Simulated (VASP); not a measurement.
# Hf (Fm-3m) in VASP: further runs

Hf is run at these levels: PBE; tasks: single point, relaxation of cell and atoms.

Program: VASP 6.6.1. These are calculated values, not measurements. Logs are shortened: lines on timing, memory, paths and dates and some standing lists are left out, and cuts for length are marked.

### Step 1. The cell of the first run

Symmetry: Fm-3m, No. 225, cubic system. The conventional cell has a = 4.485 Å, b = 4.485 Å, c = 4.485 Å, α = 90.00°, β = 90.00°, γ = 90.00°. Hf (site symmetry m-3m) has 12 Hf at 3.17 Å within 4.2 Å.

This isn't the form of Hf at room conditions, which is hcp.

### Step 2. Single point, PBE

File INCAR:

```
SYSTEM = Hf
  ALGO = Fast
  EDIFF = 1E-6
  ENCUT = 520
  GGA = PE
  ISIF = 2
  ISMEAR = 0
  LASPH = .TRUE.
  LCHARG = .FALSE.
  LREAL = .FALSE.
  LWAVE = .FALSE.
  NBANDS = 11
  NELM = 60
  PREC = Accurate
  SIGMA = 0.1
```

File KPOINTS:

```
k-points
0
G
  16 16 16
  0 0 0
```

File POSCAR:

```
Hf
1.0
    0.0000000000      2.2426082613      2.2426082613
    2.2426082613      0.0000000000      2.2426082613
    2.2426082613      2.2426082613      0.0000000000
Hf
1
Direct
    0.0000000000      0.0000000000      0.0000000000
```

Potentials or basis: VASP PAW PBE potentials, release 64 (Hf_pv).

Run with:

```bash
> cat potpaw_PBE.64/Hf_pv/POTCAR > POTCAR
> mpirun -np 1 vasp_std > vasp.out
```

OUTCAR:

```text
SYSTEM = Hf
   EDIFF = 1E-6
   ENCUT = 520
   GGA = PE
   ISIF = 2
   ISMEAR = 0
   LASPH = .TRUE.
   LREAL = .FALSE.
   NELM = 60
   PREC = Accurate

 ion  position               nearest neighbor table
   1  0.000  0.000  0.000-

  LATTYP: Found a face centered cubic cell.
 ALAT       =     4.4852165226

  Lattice vectors:

 A1 = (   0.0000000000,   2.2426082613,   2.2426082613)
 A2 = (   2.2426082613,   0.0000000000,   2.2426082613)
 A3 = (   2.2426082613,   2.2426082613,   0.0000000000)

Analysis of symmetry for initial positions (statically):
=====================================================================
 Subroutine PRICEL returns:
 Original cell was already a primitive cell.

 Routine SETGRP: Setting up the symmetry group for a
 face centered cubic supercell.

 Subroutine GETGRP returns: Found 48 space group operations
 (whereof 48 operations were pure point group operations)
 out of a pool of 48 trial point group operations.

The static configuration has the point symmetry O_h .

Analysis of symmetry for dynamics (positions and initial velocities):
=====================================================================
 Subroutine PRICEL returns:
 Original cell was already a primitive cell.

 Routine SETGRP: Setting up the symmetry group for a
 face centered cubic supercell.

 Subroutine GETGRP returns: Found 48 space group operations
 (whereof 48 operations were pure point group operations)
 out of a pool of 48 trial point group operations.

The dynamic configuration has the point symmetry O_h .

 Subroutine INISYM returns: Found 48 space group operations
 (whereof 48 operations are pure point group operations),
 and found     1 'primitive' translations

----------------------------------------------------------------------------------------

                                     Primitive cell

  volume of cell :      22.5575

  direct lattice vectors                    reciprocal lattice vectors
     0.000000000  2.242608261  2.242608261    -0.222954677  0.222954677  0.222954677
     2.242608261  0.000000000  2.242608261     0.222954677 -0.222954677  0.222954677
     2.242608261  2.242608261  0.000000000     0.222954677  0.222954677 -0.222954677

  length of vectors
     3.171527018  3.171527018  3.171527018     0.386168828  0.386168828  0.386168828

  position of ions in fractional coordinates (direct lattice)
     0.000000000  0.000000000  0.000000000

  ion indices of the primitive-cell ions
   primitive index   ion index
                 1           1

----------------------------------------------------------------------------------------

 KPOINTS: k-points

Automatic generation of k-mesh.
 Grid dimensions read from file:
 generate k-points for:   16   16   16

 Generating k-lattice:

  Cartesian coordinates                     Fractional coordinates (reciprocal lattice)
    -0.013934667  0.013934667  0.013934667     0.062500000  0.000000000  0.000000000
     0.013934667 -0.013934667  0.013934667     0.000000000  0.062500000  0.000000000
     0.013934667  0.013934667 -0.013934667     0.000000000  0.000000000  0.062500000

  Length of vectors
     0.024135552  0.024135552  0.024135552

  Shift w.r.t. Gamma in fractional coordinates (k-lattice)
     0.000000000  0.000000000  0.000000000

 Subroutine IBZKPT returns following result:
 ===========================================

 Found    145 irreducible k-points:

 Following reciprocal coordinates:
            Coordinates               Weight
  0.000000  0.000000  0.000000      1.000000
  0.062500  0.000000  0.000000      8.000000
  0.125000  0.000000  0.000000      8.000000
  0.187500  0.000000  0.000000      8.000000
  0.250000  0.000000  0.000000      8.000000
  0.312500  0.000000  0.000000      8.000000
[... 16 lines left out ...]
 -0.125000  0.062500  0.000000     24.000000
 -0.062500  0.062500  0.000000     12.000000
 [... further k-points ...]
   k-points           NKPTS =    145   k-points in BZ     NKDIM =    145   number of bands    NBANDS=     11
   number of dos      NEDOS =    301   number of ions     NIONS =      1
   total plane-waves  NPLWV =  13824
   dimension x,y,z NGX =    24 NGY =   24 NGZ =   24
   dimension x,y,z NGXF=    48 NGYF=   48 NGZF=   48
   ions per type =               1
   NGX,Y,Z   is equivalent  to a cutoff of  12.58, 12.58, 12.58 a.u.
   NGXF,Y,Z  is equivalent  to a cutoff of  25.16, 25.16, 25.16 a.u.
 SYSTEM =  Hf
   PREC   = accura    normal or accurate (medium, high low for compatibility)
   ISTART =      0    job   : 0-new  1-cont  2-samecut
   ICHARG =      2    charge: 1-file 2-atom 10-const
   ISPIN  =      1    spin polarized calculation?
   LNONCOLLINEAR =      F non collinear calculations
   LSORBIT =      F    spin-orbit coupling
   LASPH  =      T    aspherical Exc in radial PAW
   ENCUT  =  520.0 eV  38.22 Ry    6.18 a.u.   5.90  5.90  5.90*2*pi/ulx,y,z
   NELM   =     60;   NELMIN=  2; NELMDL= -5     # of ELM steps
   EDIFF  = 0.1E-05   stopping-criterion for ELM
   LREAL  =      F    real-space projection
   EDIFFG = 0.1E-04   stopping-criterion for IOM
   NSW    =      0    number of steps for IOM
   IBRION =     -1    ionic relax: 0-MD 1-quasi-New 2-CG
   NFREE  =      0    steps in history (QN), initial steepest desc. (CG)
   ISIF   =      2    stress and relaxation
   ISYM   =      2    0-nonsym 1-usesym 2-fastsym
   POTIM  = 0.5000    time-step for ionic-motion
   TEBEG  =    0.0;   TEEND  =   0.0 temperature during run
   PSTRESS=    0.0 pullay stress
   NELECT =      10.0000    total number of electrons
   NUPDOWN=      -1.0000    fix difference up-down
   EMIN   =  10.00;   EMAX   =-10.00  energy-range for DOS
   EFERMI =   0.00;   METHOD = LEGACY
   ISMEAR =     0;   SIGMA  =   0.10  broadening in eV -4-tet -1-fermi 0-gaus
   EFERMI_NEDOS =   21; number of points for ismear=-14 and -15
   IALGO  =     68    algorithm
   IMIX   =      4    mixing-type and parameters
     AMIX     =   0.40;   BMIX     =  1.00
     AMIX_MAG =   1.60;   BMIX_MAG =  1.00
  volume/ion in A,a.u.               =      22.56       152.23
  Fermi-wavevector in a.u.,A,eV,Ry     =   1.248278  2.358904 21.200580  1.558199
  Thomas-Fermi vector in A             =   2.382372
   LORBIT       =      0    0 simple, 1 ext, 2 COOP (PROOUT), +10 PAW based schemes
   GGA     = PE    functional components
   LHFCALC =     F    Hartree Fock is set to
   AEXX    =    0.0000 exact exchange contribution
   IVDW    =     0    specifies the selected vdW correction
   LEPSILON=     F    determine dielectric tensor
   LRPA    =     F    only Hartree local field effects (RPA)
 non-spin polarized calculation
 RMM-DIIS sequential band-by-band and
 Gauss-broadening in eV      SIGMA  =   0.10
  energy-cutoff  :      520.00
  volume of cell :       22.56
 maximum number of plane-waves:       620
   NGX = 11   NGY = 11   NGZ = 11

 number of electron      10.0000000 magnetization

 number of electron       9.9999999 magnetization

 Free energy of the ion-electron system (eV)
  ---------------------------------------------------
  ext. energy  EPLUGINS =         0.00000000
  ---------------------------------------------------
  free energy    TOTEN  =        -9.85495765 eV

  energy without entropy =       -9.84538419  energy(sigma->0) =       -9.85017092

 E-fermi :   4.6805     XC(G=0): -11.2483

 val. band max:        4.6680581486   @ k =  -0.3125   0.3125   0.0625
 cond. band min:       4.6857015623   @ k =  -0.3125   0.3750   0.1250
 fundamental gap:      0.0176434137
 Fermi energy:         4.6805217863

 k-point     1 :       0.0000    0.0000    0.0000
  band No.  band energies     occupation
      1     -25.3624      2.00000
      2     -25.3624      2.00000
      3     -25.3624      2.00000
      4      -2.4987      2.00000
      5       6.0828      0.00000
      6       6.0828      0.00000
      7       6.0828      0.00000
      8       8.8435      0.00000
      9       8.8435      0.00000
     10      15.9699      0.00000
     11      17.7206      0.00000

 k-point     2 :       0.0625    0.0000    0.0000
  band No.  band energies     occupation
      1     -25.3944      2.00000
      2     -25.3665      2.00000
      3     -25.3665      2.00000
      4      -2.3632      2.00000
      5       5.9428      0.00000
      6       6.1482      0.00000
      7       6.1482      0.00000
      8       8.7713      0.00000
      9       8.7713      0.00000
     10      16.2748      0.00000
     11      19.5222      0.00000

 k-point     3 :       0.1250    0.0000    0.0000
  band No.  band energies     occupation
      1     -25.4846      2.00000
      2     -25.3780      2.00000
      3     -25.3780      2.00000
      4      -1.9708      2.00000
      5       5.5890      0.00000
      6       6.3112      0.00000
      7       6.3112      0.00000
      8       8.6203      0.00000
      9       8.6203      0.00000
     10      17.0296      0.00000
     11      18.4313      0.00000

 k-point     4 :       0.1875    0.0000    0.0000
  band No.  band energies     occupation
      1     -25.6169      2.00000
      2     -25.3953      2.00000
      3     -25.3953      2.00000
      4      -1.3659      2.00000
      5       5.1640      0.00000
      6       6.4559      0.00000
      7       6.4559      0.00000
      8       8.5745      0.00000
      9       8.5745      0.00000
     10      16.8974      0.00000
     11      18.5866      0.00000

 k-point     5 :       0.2500    0.0000    0.0000
  band No.  band energies     occupation
      1     -25.7694      2.00000
      2     -25.4155      2.00000
      3     -25.4155      2.00000
      4      -0.6307      2.00000
      5       4.8113      0.06431
      6       6.4342      0.00000
      7       6.4342      0.00000
      8       8.8376      0.00000
      9       8.8376      0.00000
     10      15.9866      0.00000
     11      17.8035      0.00000
[... 211 lines left out ...]
 k-point    21 :      -0.2500    0.0625    0.0000
  band No.  band energies     occupation
      1     -25.8211      2.00000
      2     -25.4545      2.00000
      3     -25.4137      2.00000
      4      -0.2676      2.00000
      5       4.6678      1.14239
      6       6.2666      0.00000
      7       6.4992      0.00000
      8       8.5082      0.00000
      9       9.5432      0.00000
     10      15.9571      0.00000
     11      17.7340      0.00000

 k-point    22 :      -0.1875    0.0625    0.0000
  band No.  band energies     occupation
      1     -25.6731      2.00000
      2     -25.4315      2.00000
      3     -25.3935      2.00000
      4      -1.0198      2.00000
      5       4.9551      0.00010
      6       6.4120      0.00000
      7       6.5935      0.00000
      8       8.1485      0.00000
      9       9.0701      0.00000
     10      16.8413      0.00000
     11      19.0202      0.00000

 k-point    23 :      -0.1250    0.0625    0.0000
  band No.  band energies     occupation
      1     -25.5378      2.00000
      2     -25.4076      2.00000
      3     -25.3774      2.00000
      4      -1.6761      2.00000
      5       5.3487      0.00000
      6       6.3943      0.00000
      7       6.4500      0.00000
      8       8.2212      0.00000
      9       8.8664      0.00000
     10      17.4983      0.00000
     11      18.2148      0.00000

 k-point    24 :      -0.0625    0.0625    0.0000
  band No.  band energies     occupation
      1     -25.4392      2.00000
      2     -25.3848      2.00000
      3     -25.3679      2.00000
      4      -2.1417      2.00000
      5       5.7226      0.00000
      6       6.2484      0.00000
      7       6.2619      0.00000
      8       8.5058      0.00000
      9       8.8325      0.00000
     10      16.7508      0.00000
     11      18.9660      0.00000

 [... further k-points ...]
[... 5 lines left out ...]
  --------------------------------------------------------------------------------------
  -------------------------------------------------------------------------------------
  Total       -0.0632997     -0.0632997     -0.0632997      0.0000000      0.0000000     -0.0000000
  in kB       -4.4959588     -4.4959588     -4.4959588      0.0000000      0.0000000     -0.0000000
  external PRESSURE =      -4.4959588 kB  Pullay stress =       0.0000000 kB

 VOLUME and BASIS-vectors are now :
 -----------------------------------------------------------------------------
  energy-cutoff  :      520.00
  volume of cell :       22.56
      direct lattice vectors                 reciprocal lattice vectors
     0.000000000  2.242608261  2.242608261    -0.222954677  0.222954677  0.222954677
     2.242608261  0.000000000  2.242608261     0.222954677 -0.222954677  0.222954677
     2.242608261  2.242608261  0.000000000     0.222954677  0.222954677 -0.222954677

 POSITION                                       TOTAL-FORCE (eV/Angst)
 -----------------------------------------------------------------------------------
      0.00000      0.00000      0.00000        -0.000000      0.000000      0.000000
 -----------------------------------------------------------------------------------
    total drift:                               -0.000000      0.000000     -0.000000

  FREE ENERGIE OF THE ION-ELECTRON SYSTEM (eV)
  ---------------------------------------------------
  free  energy   TOTEN  =        -9.8549576505 eV

  energy  without entropy=       -9.8453841942  energy(sigma->0) =       -9.85017092
```

Run time: 42 s. Hardware: 1 thread of AMD EPYC 7R43 (Zen 3), shared host; peak memory 0.12 GiB.

What came out:

```yaml
Free_energy: -9.8550 eV
Pressure: -0.4 GPa
Band_gap_on_the_k_mesh: zero (bands 5 and 6 overlap by 1.79 eV)
```

Caveat: spin-orbit coupling is left out, which moves the levels of the heavy elements.

### Step 3. Relaxation of cell and atoms, PBE

This run uses another cell than the first one, of 21.88 Å³/atom.

File INCAR:

```
PREC = Accurate
ENCUT = 600
EDIFF = 1E-7
ISMEAR = 0
SIGMA = 0.1
LREAL = False
LASPH = True
NELM = 100
ALGO = Normal
ISIF = 3
LWAVE = False
LCHARG = False
GGA = PE
IBRION = 2
NSW = 100
EDIFFG = -0.005
```

File KPOINTS:

```
regular mesh
0
Gamma
  16 16 16
```

File POSCAR:

```
Hf
1.0
    0.0000000000      2.2200000000      2.2200000000
    2.2200000000      0.0000000000      2.2200000000
    2.2200000000      2.2200000000      0.0000000000
Hf
1
Direct
    0.0000000000      0.0000000000      0.0000000000
```

Potentials or basis: VASP PAW PBE potentials, release 64 (Hf_pv).

Run with:

```bash
> cat potpaw_PBE.64/Hf_pv/POTCAR > POTCAR
> mpirun -np 1 vasp_std > vasp.out
```

Run time: 91 s. Hardware: 1 thread of AMD EPYC 7R43 (Zen 3), shared host; peak memory 0.16 GiB.

The run converged. Its results:

| Item | Value |
| --- | --- |
| Free energy | -9.8552 eV |
| Relaxed volume | 22.46 Å³/atom |
| Relaxed cell | a = 3.167 Å, b = 3.167 Å, c = 3.167 Å, α = 60.00°, β = 60.00°, γ = 60.00° |
| Space group after relaxing (to 0.1 Å) | Fm-3m (No. 225) |
| Energy gained by relaxing | 4.8 meV/atom |
| Ionic steps | 3 |
| Pressure after relaxing | 0.0 GPa |
| Band gap on the k mesh | zero (bands 5 and 6 overlap by 1.79 eV) |

The path:
```
step  energy change (eV)  largest force (eV/Å)  pressure (GPa)  volume (Å³)
   1              0.0000                0.0000            2.73        21.88
   2              0.0005                0.0000           -2.66        23.09
   3             -0.0048                0.0000           -0.01        22.46
```

Final structure:
```
Hf
1.0
     0.00000    2.23932    2.23932
     2.23932    0.00000    2.23932
     2.23932    2.23932    0.00000
Hf
1
Cartesian
  0.0000 0.0000 0.0000
```

Levels at points of the mesh, in eV from the Fermi level:
| k point | band 1 | band 2 | band 3 | band 4 | band 5 | band 6 | band 7 | band 8 | band 9 |
| --- | --- | --- | --- | --- | --- | --- | --- | --- | --- |
| (0.00, 0.00, 0.00) | -30.03 | -30.03 | -30.03 | -7.19 | 1.40 | 1.40 | 1.40 | 4.18 | 4.18 |
| (0.50, 0.00, 0.00) | -30.83 | -30.13 | -30.13 | -3.62 | 0.57 | 1.19 | 1.19 | 6.28 | 6.28 |
| (0.50, 0.50, 0.00) | -30.78 | -30.31 | -30.31 | -3.23 | -2.11 | 2.50 | 6.30 | 6.90 | 6.90 |

Caveat: spin-orbit coupling is left out, which moves the levels of the heavy elements. Zero-point motion and thermal expansion aren't in these numbers.
